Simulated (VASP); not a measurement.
# Al3Cl in VASP: notebook

The runs below take Al3Cl through single point, with PBE.

Everything below comes from runs of VASP 6.6.1. Logs are shortened: lines on timing, memory, paths and dates and some standing lists are left out, and cuts for length are marked.

### Step 1. The cell of the first run

The cell holds a slab with vacuum, 4 atoms: a = 2.857 Å, b = 2.857 Å, c = 19.675 Å, α = 90.00°, β = 90.00°, γ = 90.00°.

### Step 2. Single point, PBE

INCAR reads:

```
PREC = Accurate
ENCUT = 400
EDIFF = 1E-6
ISMEAR = 0
SIGMA = 0.1
LREAL = False
LASPH = True
NELM = 120
ALGO = Normal
ISIF = 2
LWAVE = False
LCHARG = False
LDIPOL = True
IDIPOL = 3
DIPOL = 0.5 0.5 0.358
GGA = PE
NBANDS = 16
GGA_COMPAT = False
NELMDL = -8
```

KPOINTS reads:

```
regular mesh
0
Gamma
  9 9 1
```

POSCAR reads:

```
Al3Cl
1.0
    2.8567582918      0.0000000000      0.0000000000
    0.0000000000      2.8567582918      0.0000000000
    0.0000000000      0.0000000000     19.6746954375
Al Cl
3 1
Direct
    0.5000000000      0.5000000000      0.2033068320
    0.0000000000      0.0000000000      0.3092728611
    0.5000000000      0.5000000000      0.4154928580
    0.8333333333      0.8333333333      0.5048482458
```

Potentials or basis: VASP PAW PBE potentials, release 64 (Al, Cl).

The run is started by

```bash
$ cat potpaw_PBE.64/Al/POTCAR potpaw_PBE.64/Cl/POTCAR > POTCAR
$ mpirun -np 1 vasp_std > vasp.out
```

OUTCAR:

```text
PREC = Accurate
   ENCUT = 400
   EDIFF = 1E-6
   ISMEAR = 0
   LREAL = False
   LASPH = True
   NELM = 120
   ISIF = 2
   GGA = PE
   NELMDL = -8

 ion  position               nearest neighbor table
   1  0.500  0.500  0.203-   2 2.90   2 2.90   2 2.90   2 2.90
   2  0.000  0.000  0.309-   1 2.90   1 2.90   1 2.90   1 2.90   3 2.91   3 2.91   3 2.91   3 2.91

   3  0.500  0.500  0.415-   4 2.21   4 2.76   4 2.76   2 2.91   2 2.91   2 2.91   2 2.91
   4  0.833  0.833  0.505-   3 2.21   3 2.76   3 2.76

  LATTYP: Found a simple tetragonal cell.
 ALAT       =     2.8567582918
 C/A-ratio  =     6.8870703881

  Lattice vectors:

 A1 = (   2.8567582918,   0.0000000000,   0.0000000000)
 A2 = (   0.0000000000,   2.8567582918,   0.0000000000)
 A3 = (   0.0000000000,   0.0000000000,  19.6746954375)

Analysis of symmetry for initial positions (statically):
=====================================================================
 Subroutine PRICEL returns:
 Original cell was already a primitive cell.

 Routine SETGRP: Setting up the symmetry group for a
 simple tetragonal supercell.

 Subroutine GETGRP returns: Found  2 space group operations
 (whereof  2 operations were pure point group operations)
 out of a pool of 16 trial point group operations.

The static configuration has the point symmetry C_1h.

Analysis of symmetry for dynamics (positions and initial velocities):
=====================================================================
 Subroutine PRICEL returns:
 Original cell was already a primitive cell.

 Routine SETGRP: Setting up the symmetry group for a
 simple tetragonal supercell.

 Subroutine GETGRP returns: Found  2 space group operations
 (whereof  2 operations were pure point group operations)
 out of a pool of 16 trial point group operations.

The dynamic configuration has the point symmetry C_1h.

 Subroutine INISYM returns: Found  2 space group operations
 (whereof  2 operations are pure point group operations),
 and found     1 'primitive' translations

----------------------------------------------------------------------------------------

                                     Primitive cell

  volume of cell :     160.5665

  direct lattice vectors                    reciprocal lattice vectors
     2.856758292  0.000000000  0.000000000     0.350047116  0.000000000  0.000000000
     0.000000000  2.856758292  0.000000000     0.000000000  0.350047116  0.000000000
     0.000000000  0.000000000 19.674695437     0.000000000  0.000000000  0.050826708

  length of vectors
     2.856758292  2.856758292 19.674695437     0.350047116  0.350047116  0.050826708

  position of ions in fractional coordinates (direct lattice)
     0.500000000  0.500000000  0.203306832
     0.000000000  0.000000000  0.309272861
     0.500000000  0.500000000  0.415492858
     0.833333333  0.833333333  0.504848246

  ion indices of the primitive-cell ions
   primitive index   ion index
                 1           1
                 2           2
                 3           3
                 4           4

----------------------------------------------------------------------------------------

 KPOINTS: regular mesh

Automatic generation of k-mesh.
 Grid dimensions read from file:
 generate k-points for:    9    9    1

 Generating k-lattice:

  Cartesian coordinates                     Fractional coordinates (reciprocal lattice)
     0.038894124  0.000000000  0.000000000     0.111111111  0.000000000  0.000000000
     0.000000000  0.038894124  0.000000000     0.000000000  0.111111111  0.000000000
     0.000000000  0.000000000  0.050826708     0.000000000  0.000000000  1.000000000

  Length of vectors
     0.038894124  0.038894124  0.050826708

  Shift w.r.t. Gamma in fractional coordinates (k-lattice)
     0.000000000  0.000000000  0.000000000

 Subroutine IBZKPT returns following result:
 ===========================================

 Found     25 irreducible k-points:

 Following reciprocal coordinates:
            Coordinates               Weight
  0.000000  0.000000  0.000000      1.000000
  0.111111  0.000000  0.000000      4.000000
  0.222222  0.000000  0.000000      4.000000
  0.333333  0.000000  0.000000      4.000000
  0.444444  0.000000  0.000000      4.000000
  0.111111  0.111111  0.000000      2.000000
[... 16 lines left out ...]
 -0.333333  0.444444  0.000000      4.000000
  0.444444  0.444444  0.000000      2.000000
   k-points           NKPTS =     25   k-points in BZ     NKDIM =     25   number of bands    NBANDS=     16
   number of dos      NEDOS =    301   number of ions     NIONS =      4
   total plane-waves  NPLWV =  51200
   dimension x,y,z NGX =    20 NGY =   20 NGZ =  128
   dimension x,y,z NGXF=    40 NGYF=   40 NGZF=  256
   ions per type =               3   1
   NGX,Y,Z   is equivalent  to a cutoff of  11.64, 11.64, 10.82 a.u.
   NGXF,Y,Z  is equivalent  to a cutoff of  23.28, 23.28, 21.63 a.u.
 SYSTEM =  unknown system
   PREC   = accura    normal or accurate (medium, high low for compatibility)
   ISTART =      0    job   : 0-new  1-cont  2-samecut
   ICHARG =      2    charge: 1-file 2-atom 10-const
   ISPIN  =      1    spin polarized calculation?
   LNONCOLLINEAR =      F non collinear calculations
   LSORBIT =      F    spin-orbit coupling
   LASPH  =      T    aspherical Exc in radial PAW
   ENCUT  =  400.0 eV  29.40 Ry    5.42 a.u.   4.66  4.66 32.08*2*pi/ulx,y,z
   NELM   =    120;   NELMIN=  2; NELMDL= -8     # of ELM steps
   EDIFF  = 0.1E-05   stopping-criterion for ELM
   LREAL  =      F    real-space projection
   EDIFFG = 0.1E-04   stopping-criterion for IOM
   NSW    =      0    number of steps for IOM
   IBRION =     -1    ionic relax: 0-MD 1-quasi-New 2-CG
   NFREE  =      0    steps in history (QN), initial steepest desc. (CG)
   ISIF   =      2    stress and relaxation
   ISYM   =      2    0-nonsym 1-usesym 2-fastsym
   POTIM  = 0.5000    time-step for ionic-motion
   TEBEG  =    0.0;   TEEND  =   0.0 temperature during run
   PSTRESS=    0.0 pullay stress
   NELECT =      16.0000    total number of electrons
   NUPDOWN=      -1.0000    fix difference up-down
   EMIN   =  10.00;   EMAX   =-10.00  energy-range for DOS
   EFERMI =   0.00;   METHOD = LEGACY
   ISMEAR =     0;   SIGMA  =   0.10  broadening in eV -4-tet -1-fermi 0-gaus
   EFERMI_NEDOS =   21; number of points for ismear=-14 and -15
   IALGO  =     38    algorithm
   IMIX   =      4    mixing-type and parameters
     AMIX     =   0.40;   BMIX     =  1.00
     AMIX_MAG =   1.60;   BMIX_MAG =  1.00
  volume/ion in A,a.u.               =      40.14       270.89
  Fermi-wavevector in a.u.,A,eV,Ry     =   0.758979  1.434263  7.837626  0.576049
  Thomas-Fermi vector in A             =   1.857671
   LORBIT       =      0    0 simple, 1 ext, 2 COOP (PROOUT), +10 PAW based schemes
   GGA     = PE    functional components
   LHFCALC =     F    Hartree Fock is set to
   AEXX    =    0.0000 exact exchange contribution
   IVDW    =     0    specifies the selected vdW correction
   LEPSILON=     F    determine dielectric tensor
   LRPA    =     F    only Hartree local field effects (RPA)
 non-spin polarized calculation
 Gauss-broadening in eV      SIGMA  =   0.10
  energy-cutoff  :      400.00
  volume of cell :      160.57
 maximum number of plane-waves:      2959
   NGX =  9   NGY =  9   NGZ = 65

 dipolmoment           0.000000      0.000000     -0.056913 electrons x Angstroem

 number of electron      16.0000002 magnetization

 dipolmoment           0.000000      0.000000      0.028211 electrons x Angstroem

 Free energy of the ion-electron system (eV)
  ---------------------------------------------------
  ext. energy  EPLUGINS =         0.00000000
  ---------------------------------------------------
  free energy    TOTEN  =       -13.12576715 eV

  energy without entropy =      -13.11814524  energy(sigma->0) =      -13.12195619

 E-fermi :   0.6677     XC(G=0):  -5.0106

 val. band max:        0.6101991470   @ k =  -0.4444   0.4444   0.0000
 cond. band min:       0.7088533012   @ k =   0.4444   0.4444   0.0000
 fundamental gap:      0.0986541542
 Fermi energy:         0.6677449567

 k-point     1 :       0.0000    0.0000    0.0000
  band No.  band energies     occupation
      1     -16.9809      2.00000
      2      -9.7225      2.00000
      3      -7.8517      2.00000
      4      -5.5379      2.00000
      5      -2.7216      2.00000
      6      -1.3931      2.00000
[... 8 lines left out ...]
     15       7.1660      0.00000
     16       7.4728      0.00000

 k-point     2 :       0.1111    0.0000    0.0000
  band No.  band energies     occupation
      1     -16.8577      2.00000
      2      -9.5057      2.00000
      3      -7.6571      2.00000
      4      -5.3719      2.00000
      5      -2.6535      2.00000
      6      -2.1829      2.00000
[... 8 lines left out ...]
     15       7.2620      0.00000
     16       7.6376      0.00000

 k-point     3 :       0.2222    0.0000    0.0000
  band No.  band energies     occupation
      1     -16.5191      2.00000
      2      -8.8627      2.00000
      3      -7.1008      2.00000
      4      -4.9316      2.00000
      5      -4.0971      2.00000
      6      -1.9423      2.00000
[... 8 lines left out ...]
     15       6.9873      0.00000
     16       7.8617      0.00000
[... 362 lines left out ...]
 k-point    23 :      -0.3333    0.4444    0.0000
  band No.  band energies     occupation
      1     -14.9111      2.00000
      2      -6.0711      2.00000
      3      -4.9613      2.00000
      4      -4.1940      2.00000
      5      -3.6812      2.00000
      6      -2.2327      2.00000
[... 8 lines left out ...]
     15       4.8515      0.00000
     16       5.9715      0.00000

 k-point    24 :       0.4444    0.4444    0.0000
  band No.  band energies     occupation
      1     -14.6107      2.00000
      2      -5.7205      2.00000
      3      -5.4501      2.00000
      4      -3.7736      2.00000
      5      -2.5581      2.00000
      6      -1.3608      2.00000
[... 8 lines left out ...]
     15       4.2638      0.00000
     16       5.7511      0.00000

 [... further k-points ...]

------------------------ aborting loop because EDIFF is reached ----------------------------------------

 vacuum level on the upper side and lower side of the slab       (xc-potential included)         0.281        -0.318

  FORCE on cell =-STRESS in cart. coord.  units (eV):
  Direction    XX          YY          ZZ          XY          YZ          ZX
  --------------------------------------------------------------------------------------
  -------------------------------------------------------------------------------------
  Total        3.0159371      3.0159371     -0.4845535      0.3752454      0.0955262      0.0955260
  in kB       30.0938571     30.0938571     -4.8350088      3.7443024      0.9531870      0.9531852
  external PRESSURE =      18.4509018 kB  Pullay stress =       0.0000000 kB

 VOLUME and BASIS-vectors are now :
 -----------------------------------------------------------------------------
  energy-cutoff  :      400.00
  volume of cell :      160.57
      direct lattice vectors                 reciprocal lattice vectors
     2.856758292  0.000000000  0.000000000     0.350047116  0.000000000  0.000000000
     0.000000000  2.856758292  0.000000000     0.000000000  0.350047116  0.000000000
     0.000000000  0.000000000 19.674695437     0.000000000  0.000000000  0.050826708

 POSITION                                       TOTAL-FORCE (eV/Angst)
 -----------------------------------------------------------------------------------
      1.42838      1.42838      4.00000        -0.017720     -0.017720     -0.028908
      0.00000      0.00000      6.08485         0.011945      0.011945      0.282145
      1.42838      1.42838      8.17470        -0.021314     -0.021314     -0.258980
      2.38063      2.38063      9.93274         0.027089      0.027089      0.005744
 -----------------------------------------------------------------------------------
    total drift:                                0.000020      0.000020      0.000192

  FREE ENERGIE OF THE ION-ELECTRON SYSTEM (eV)
  ---------------------------------------------------
  free  energy   TOTEN  =       -13.1257671538 eV

  energy  without entropy=      -13.1181452351  energy(sigma->0) =      -13.12195619

 vacuum level on the upper side and lower side of the slab         5.330         4.704
```

Run time: 75 s. Hardware: 1 thread of Intel Xeon 6975P-C, shared host; peak memory 0.23 GiB.

Results:

| Item | Value |
| --- | --- |
| Free energy | -13.1258 eV |
| Largest force | 0.283 eV/Å |
| Band gap on the k mesh | zero (band 8 reaches 1.44 eV, above the bottom of band 9 at 0.05 eV) |

Forces in eV/Å, atoms in the order of the input:
```
Al  -0.018 -0.018 -0.029
Al   0.012  0.012  0.282
Al  -0.021 -0.021 -0.259
Cl   0.027  0.027  0.006
```

### Step 3. Single point, PBE

INCAR reads:

```
ALGO = Normal ; DIPOL = 0.5 0.5 0.361
EDIFF = 1E-6 ; ENCUT = 400
GGA = PE ; GGA_COMPAT = F
IDIPOL = 3 ; ISIF = 2
ISMEAR = 0 ; LASPH = T
LCHARG = F ; LDIPOL = T
LREAL = F ; LWAVE = F
NBANDS = 16 ; NELM = 120
NELMDL = -8 ; PREC = Accurate
SIGMA = 0.1
```

KPOINTS reads:

```
k-points
0
Gamma
  9 9 1
```

Edit POSCAR of step 2 so:

```diff
@@ -11,2 +11,2 @@
     0.5000000000      0.5000000000      0.4154928580
-    0.8333333333      0.8333333333      0.5048482458
+    0.6666666667      0.6666666667      0.5167313008
```

Potentials or basis: VASP PAW PBE potentials, release 64 (Al, Cl).

The run is started by

```bash
$ cat potpaw_PBE.64/Al/POTCAR potpaw_PBE.64/Cl/POTCAR > POTCAR
$ mpirun -np 1 vasp_std > vasp.out
```

Wall time 88 s (1 thread of Intel Xeon 6975P-C, shared host); peak memory 0.22 GiB.

The run converged. Its results:

* Free energy: -13.0069 eV
* Largest force: 0.427 eV/Å
* Band gap on the k mesh: zero (band 8 reaches 0.85 eV, above the bottom of band 9 at -0.05 eV)

Forces on the atoms (eV/Å):
```
Al  -0.022 -0.022 -0.027
Al   0.006  0.006  0.427
Al  -0.119 -0.119 -0.391
Cl   0.136  0.136 -0.010
```

Levels at points of the mesh, in eV from the Fermi level:
| k point | band 6 | band 7 | band 8 | band 9 | band 10 | band 11 |
| --- | --- | --- | --- | --- | --- | --- |
| (0.00, 0.00, 0.00) | -0.81 | -0.75 | 0.03 | 3.18 | 4.67 | 5.06 |
